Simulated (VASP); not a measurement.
# HfC (Fm-3m) in VASP: single point with PBE

Aim: the single point of HfC with PBE.

All numbers are computed with VASP 6.6.1; they aren't measurements. Logs are shortened: lines on timing, memory, paths and dates and some standing lists are left out, and cuts for length are marked.

## (1) The cell of the first run

It takes space group Fm-3m (No. 225, cubic). The conventional cell has a = 4.648 Å, b = 4.648 Å, c = 4.648 Å, α = 90.00°, β = 90.00°, γ = 90.00°. Hf (site symmetry m-3m) has 6 C at 2.32 Å within 3.1 Å. C (site symmetry m-3m) has 6 Hf at 2.32 Å within 3.1 Å.

## (2) Single point, PBE, non-collinear spin, zero start, spin-orbit coupling

File INCAR:

```
  PREC = Accurate
  ENCUT = 520
  EDIFF = 1E-6
  ISMEAR = -5
  SIGMA = 0.1
  LREAL = F
  LASPH = T
  NELM = 150
  ALGO = Normal
  ISIF = 2
  LWAVE = F
  LCHARG = F
  MAGMOM = 0 0 0 0 0 0
  LORBIT = 11
  LSORBIT = T
  GGA_COMPAT = F
  LORBMOM = T
  LMAXMIX = 4
  GGA = PE
  NBANDS = 26
```

File KPOINTS:

```
regular mesh
0
Gamma
  18 18 18
```

File POSCAR:

```
HfC
1.0
    0.0000000000      2.3237547691      2.3237547691
    2.3237547691      0.0000000000      2.3237547691
    2.3237547691      2.3237547691      0.0000000000
Hf C
1 1
Direct
    0.5000000000      0.5000000000      0.5000000000
    0.0000000000      0.0000000000      0.0000000000
```

Potentials or basis: VASP PAW PBE potentials, release 64 (Hf_pv, C).

The run is started by

```
$ cat potpaw_PBE.64/Hf_pv/POTCAR potpaw_PBE.64/C/POTCAR > POTCAR
$ mpirun -np 1 vasp_ncl > vasp.out
```

OUTCAR:

```text
PREC = Accurate
   ENCUT = 520
   EDIFF = 1E-6
   ISMEAR = -5
   LREAL = F
   LASPH = T
   NELM = 150
   ISIF = 2
   LORBIT = 11
   LSORBIT = T
   GGA = PE

 ion  position               nearest neighbor table
   1  0.500  0.500  0.500-   2 2.32   2 2.32   2 2.32   2 2.32   2 2.32   2 2.32
   2  0.000  0.000  0.000-   1 2.32   1 2.32   1 2.32   1 2.32   1 2.32   1 2.32

  LATTYP: Found a face centered cubic cell.
 ALAT       =     4.6475095382

  Lattice vectors:

 A1 = (   0.0000000000,   2.3237547691,   2.3237547691)
 A2 = (   2.3237547691,   0.0000000000,   2.3237547691)
 A3 = (   2.3237547691,   2.3237547691,   0.0000000000)

Analysis of symmetry for initial positions (statically):
=====================================================================
 Subroutine PRICEL returns:
 Original cell was already a primitive cell.

 Routine SETGRP: Setting up the symmetry group for a
 face centered cubic supercell.

 Subroutine GETGRP returns: Found 48 space group operations
 (whereof 48 operations were pure point group operations)
 out of a pool of 48 trial point group operations.

The static configuration has the point symmetry O_h .

Analysis of symmetry for dynamics (positions and initial velocities):
=====================================================================
 Subroutine PRICEL returns:
 Original cell was already a primitive cell.

 Routine SETGRP: Setting up the symmetry group for a
 face centered cubic supercell.

 Subroutine GETGRP returns: Found 48 space group operations
 (whereof 48 operations were pure point group operations)
 out of a pool of 48 trial point group operations.

The dynamic configuration has the point symmetry O_h .

Analysis of structural, dynamic, and magnetic symmetry:
=====================================================================
 Subroutine PRICEL returns:
 Original cell was already a primitive cell.

 Routine SETGRP: Setting up the symmetry group for a
 face centered cubic supercell.

 Subroutine GETGRP returns: Found 48 space group operations
 (whereof 48 operations were pure point group operations)
 out of a pool of 48 trial point group operations.

The overall configuration has the point symmetry O_h .

 Subroutine INISYM returns: Found 48 space group operations
 (whereof 48 operations are pure point group operations),
 and found     1 'primitive' translations

----------------------------------------------------------------------------------------

                                     Primitive cell

  volume of cell :      25.0958

  direct lattice vectors                    reciprocal lattice vectors
     0.000000000  2.323754769  2.323754769    -0.215169004  0.215169004  0.215169004
     2.323754769  0.000000000  2.323754769     0.215169004 -0.215169004  0.215169004
     2.323754769  2.323754769  0.000000000     0.215169004  0.215169004 -0.215169004

  length of vectors
     3.286285510  3.286285510  3.286285510     0.372683648  0.372683648  0.372683648

  position of ions in fractional coordinates (direct lattice)
     0.500000000  0.500000000  0.500000000
     0.000000000  0.000000000  0.000000000

  ion indices of the primitive-cell ions
   primitive index   ion index
                 1           1
                 2           2

----------------------------------------------------------------------------------------

 KPOINTS: regular mesh

Automatic generation of k-mesh.
 Grid dimensions read from file:
 generate k-points for:   18   18   18

 Generating k-lattice:

  Cartesian coordinates                     Fractional coordinates (reciprocal lattice)
[... 97 lines left out ...]
   NGX = 13   NGY = 13   NGZ = 13

 number of electron      14.0000000 magnetization       0.0000000      0.0000000      0.0000000

 number of electron      14.0000001 magnetization      -0.0000000     -0.0000000      0.0000000

 number of electron      14.0000001 magnetization       0.0000000      0.0000000     -0.0000000

 Free energy of the ion-electron system (eV)
  ---------------------------------------------------
  ext. energy  EPLUGINS =         0.00000000
  ---------------------------------------------------
  free energy    TOTEN  =       -21.70030987 eV

  energy without entropy =      -21.70030987  energy(sigma->0) =      -21.70030987

 E-fermi :   6.0260     XC(G=0): -12.2959

 val. band max:        6.1120135742   @ k =   0.1111   0.1111   0.0000
 cond. band min:       5.9882838128   @ k =   0.4444   0.3889   0.0000
 fundamental gap:     -0.1237297613
 Fermi energy:         6.0259504747

 k-point     1 :       0.0000    0.0000    0.0000
  band No.  band energies     occupation
      1     -28.4247      1.00000
      2     -28.4247      1.00000
      3     -21.3721      1.00000
      4     -21.3721      1.00000
      5     -21.3721      1.00000
      6     -21.3721      1.00000
[... 685 lines left out ...]
     25      15.0813      0.00000
     26      15.0813      0.00000

 [... further k-points ...]

------------------------ aborting loop because EDIFF is reached ----------------------------------------

  FORCE on cell =-STRESS in cart. coord.  units (eV):
  Direction    XX          YY          ZZ          XY          YZ          ZX
  --------------------------------------------------------------------------------------
  -------------------------------------------------------------------------------------
  Total       -0.0386597     -0.0386597     -0.0386597      0.0000000      0.0000000     -0.0000000
  in kB       -2.4681331     -2.4681331     -2.4681331      0.0000000      0.0000000     -0.0000000
  external PRESSURE =      -2.4681331 kB  Pullay stress =       0.0000000 kB

 VOLUME and BASIS-vectors are now :
 -----------------------------------------------------------------------------
  energy-cutoff  :      520.00
  volume of cell :       25.10
      direct lattice vectors                 reciprocal lattice vectors
     0.000000000  2.323754769  2.323754769    -0.215169004  0.215169004  0.215169004
     2.323754769  0.000000000  2.323754769     0.215169004 -0.215169004  0.215169004
     2.323754769  2.323754769  0.000000000     0.215169004  0.215169004 -0.215169004

 POSITION                                       TOTAL-FORCE (eV/Angst)
 -----------------------------------------------------------------------------------
      2.32375      2.32375      2.32375         0.000000      0.000000      0.000000
      0.00000      0.00000      0.00000        -0.000000     -0.000000      0.000000
 -----------------------------------------------------------------------------------
    total drift:                               -0.000000     -0.000000     -0.000000

  FREE ENERGIE OF THE ION-ELECTRON SYSTEM (eV)
  ---------------------------------------------------
  free  energy   TOTEN  =       -21.7003098722 eV

  energy  without entropy=      -21.7003098722  energy(sigma->0) =      -21.70030987

 orbital moment (x)

 # of ion     p       d       tot
 ----------------------------------------
  1        -0.000  -0.000  -0.000
  2         0.000   0.000   0.000
 ----------------------------------------
            0.000  -0.000  -0.000

 orbital moment (y)

 # of ion     p       d       tot
 ----------------------------------------
  1        -0.000   0.000   0.000
  2         0.000   0.000   0.000
 ----------------------------------------
           -0.000   0.000   0.000

 orbital moment (z)

 # of ion     p       d       tot
 ----------------------------------------
  1         0.000   0.000   0.000
  2         0.000   0.000   0.000
 ----------------------------------------
            0.000   0.000   0.000

 Spin-Orbit-Coupling matrix elements

 Ion:    1  E_soc:     -1.2975352
 l=   1
     0.0000000    -0.2096268    -0.2096268
    -0.2096268     0.0000000    -0.2096268
    -0.2096268    -0.2096268     0.0000000
 l=   2
     0.0000000    -0.0012872     0.0000000    -0.0012872    -0.0053418
    -0.0012872     0.0000000    -0.0040064    -0.0012872    -0.0013355
     0.0000000    -0.0040064     0.0000000    -0.0040064     0.0000000
    -0.0012872    -0.0012872    -0.0040064     0.0000000    -0.0013355
    -0.0053418    -0.0013355     0.0000000    -0.0013355     0.0000000
 l=   3
     0.0000000     0.0000000     0.0000000     0.0000000     0.0000000     0.0000000     0.0000000
     0.0000000     0.0000000     0.0000000     0.0000000     0.0000000     0.0000000     0.0000000
     0.0000000     0.0000000     0.0000000     0.0000000     0.0000000     0.0000000     0.0000000
     0.0000000     0.0000000     0.0000000     0.0000000     0.0000000     0.0000000     0.0000000
     0.0000000     0.0000000     0.0000000     0.0000000     0.0000000     0.0000000     0.0000000
     0.0000000     0.0000000     0.0000000     0.0000000     0.0000000     0.0000000     0.0000000
     0.0000000     0.0000000     0.0000000     0.0000000     0.0000000     0.0000000     0.0000000

 Ion:    2  E_soc:     -0.0003113
 l=   1
     0.0000000    -0.0000519    -0.0000519
    -0.0000519     0.0000000    -0.0000519
    -0.0000519    -0.0000519     0.0000000
 l=   2
     0.0000000     0.0000000     0.0000000     0.0000000     0.0000000
     0.0000000     0.0000000     0.0000000     0.0000000     0.0000000
     0.0000000     0.0000000     0.0000000     0.0000000     0.0000000
     0.0000000     0.0000000     0.0000000     0.0000000     0.0000000
     0.0000000     0.0000000     0.0000000     0.0000000     0.0000000
 l=   3
     0.0000000     0.0000000     0.0000000     0.0000000     0.0000000     0.0000000     0.0000000
     0.0000000     0.0000000     0.0000000     0.0000000     0.0000000     0.0000000     0.0000000
     0.0000000     0.0000000     0.0000000     0.0000000     0.0000000     0.0000000     0.0000000
     0.0000000     0.0000000     0.0000000     0.0000000     0.0000000     0.0000000     0.0000000
     0.0000000     0.0000000     0.0000000     0.0000000     0.0000000     0.0000000     0.0000000
     0.0000000     0.0000000     0.0000000     0.0000000     0.0000000     0.0000000     0.0000000
     0.0000000     0.0000000     0.0000000     0.0000000     0.0000000     0.0000000     0.0000000

 total charge

# of ion       s       p       d       tot
------------------------------------------
    1        0.311   6.670   1.672   8.654
    2        0.874   1.512   0.000   2.386
--------------------------------------------------
tot          1.185   8.183   1.672  11.040

 magnetization (x)

# of ion       s       p       d       tot
------------------------------------------
    1        0.000   0.000   0.000   0.000
    2        0.000  -0.000   0.000  -0.000
--------------------------------------------------
tot          0.000  -0.000   0.000   0.000

 magnetization (y)

# of ion       s       p       d       tot
------------------------------------------
    1       -0.000  -0.000   0.000  -0.000
    2        0.000   0.000   0.000   0.000
--------------------------------------------------
tot         -0.000  -0.000   0.000  -0.000

 magnetization (z)

# of ion       s       p       d       tot
------------------------------------------
    1       -0.000  -0.000   0.000  -0.000
    2        0.000  -0.000   0.000  -0.000
--------------------------------------------------
tot         -0.000  -0.000   0.000  -0.000
```

It took 2 min on 1 thread of Intel Xeon Platinum 8488C (Sapphire Rapids), shared host; peak memory 0.34 GiB.

Results:

- Free energy: -21.7003 eV
- Pressure: -0.2 GPa
- Net moment: 0.00 μB per cell
- Valence electrons inside the program's atomic spheres: Hf 8.65; C 2.39

Moments on the atoms (μB; x, y, z):
```
Hf  0.00 0.00 0.00
C   0.00 0.00 0.00
```
